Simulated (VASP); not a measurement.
Cu4W:

```
CELL_PARAMETERS angstrom
4.08119 0.00000 0.00000
-2.04060 3.53442 0.00000
0.00000 0.00000 4.92095
ATOMIC_POSITIONS crystal
Cu 0.00000 0.00000 0.00000
Cu 0.50000 0.00000 0.50000
Cu 0.00000 0.50000 0.50000
Cu 0.50000 0.50000 0.50000
W 0.00000 0.00000 0.50000
```

The cell was built from a structure type or drawn by symmetry, and may not be a known phase.

| Item | Value |
| --- | --- |
| Program | VASP 6.6.1 |
| Task | relaxation of cell and atoms |
| Functional | PBE |
| Potentials or basis | VASP PAW PBE potentials, release 64 (Cu, W_sv) |
| Cutoff | 600 eV |
| k mesh | 6 × 6 × 4 |
| Occupations | gaussian, width 0.1 eV |
| Spin | no spin polarisation |

At the start: pressure 119.8 GPa; volume 14.20 Å³/atom.

How do energy, volume and symmetry change on relaxing?

Over 13 steps the energy falls by 2472.5 meV/atom and the volume is 20.98 Å³/atom (+47.8 %); space group P6/mmm (No. 191, to 0.1 Å) before and after.

Step by step:
| step | energy change (eV) | largest force (eV/Å) | pressure (GPa) | volume (Å³) |
| --- | --- | --- | --- | --- |
| 1 | 0.0000 | 0.0000 | 119.80 | 70.98 |
| 2 | 1.2811 | 0.0000 | -28.28 | 224.17 |
| 3 | -11.2328 | 0.0000 | -10.14 | 128.75 |
| 4 | -11.8150 | 0.0000 | -8.28 | 120.89 |
| 5 | -12.1445 | 0.0000 | 6.15 | 100.35 |
| 6 | -12.3244 | 0.0000 | -2.57 | 109.26 |
| 7 | -12.3408 | 0.0000 | -1.17 | 107.41 |
| 8 | -12.3403 | 0.0000 | -0.49 | 106.61 |
| 9 | -12.3596 | 0.0000 | 0.16 | 105.06 |
| 10 | -12.3616 | 0.0000 | 0.43 | 104.44 |
| 11 | -12.3616 | 0.0000 | 0.45 | 104.37 |
| 12 | -12.3624 | 0.0000 | -0.26 | 105.18 |
| 13 | -12.3627 | 0.0000 | 0.00 | 104.90 |

Final structure:
```yaml
crystal:
  lattice:
    - [4.99977, 0.00000, 0.00000]
    - [-2.49988, 4.32992, 0.00000]
    - [0.00000, 0.00000, 4.84541]
  atoms:
    - { symbol: Cu, position: [0.00000, 0.00000, 0.00000] }
    - { symbol: Cu, position: [0.50000, 0.00000, 0.50000] }
    - { symbol: Cu, position: [0.00000, 0.50000, 0.50000] }
    - { symbol: Cu, position: [0.50000, 0.50000, 0.50000] }
    - { symbol: W, position: [0.00000, 0.00000, 0.50000] }
```

Caveat: the volume moved by over 15 % at a fixed basis, so the end points are rough.
